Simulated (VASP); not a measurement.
LiCl: single point with PBE

LiCl:

```xyz
2
Lattice="0.0000 2.4622 2.4622 2.4622 0.0000 2.4622 2.4622 2.4622 0.0000" Properties=species:S:1:pos:R:3 pbc="T T T"
Li    0.0000    0.0000    0.0000
Cl    2.4622    2.4622    2.4622
```

This cell differs from its parent crystal: strain -0.040 along x and y, -0.040 along z.

```
Program                : VASP 6.6.1
Task                   : single point
Functional             : PBE
Potentials or basis    : VASP PAW PBE potentials, release 64 (Li_sv, Cl)
Cutoff                 : 520 eV
k mesh                 : 8 × 8 × 8
Occupations            : gaussian, width 0.05 eV
Spin                   : no spin polarisation
Dipole correction      : no
Further INCAR settings : ALGO = Normal; EDIFF = 1e-06; NBANDS = 12
```

```yaml
Band_gap_on_the_k_mesh: 6.88 eV (least direct gap 7.11 eV)
```

Levels at points of the mesh, in eV from the valence-band top:
```tsv
k point	band 3	band 4	band 5	band 6	band 7	band 8
(0.00, 0.00, 0.00)	0.00	0.00	0.00	7.11	12.02	12.02
(0.50, 0.00, 0.00)	-3.34	-0.31	-0.31	6.88	9.53	9.53
(0.50, 0.50, 0.00)	-3.50	-1.35	-1.35	8.07	8.15	13.54
```

Run time: 14 s on 1 thread of Intel(R) Xeon(R) Platinum 8375C CPU @ 2.90GHz (Ice Lake), with other jobs on the host, peak memory 0.14 GiB.

Caveat: the cell differs from its parent crystal (strain -0.040 along x and y, -0.040 along z). A k mesh can miss the band edges.
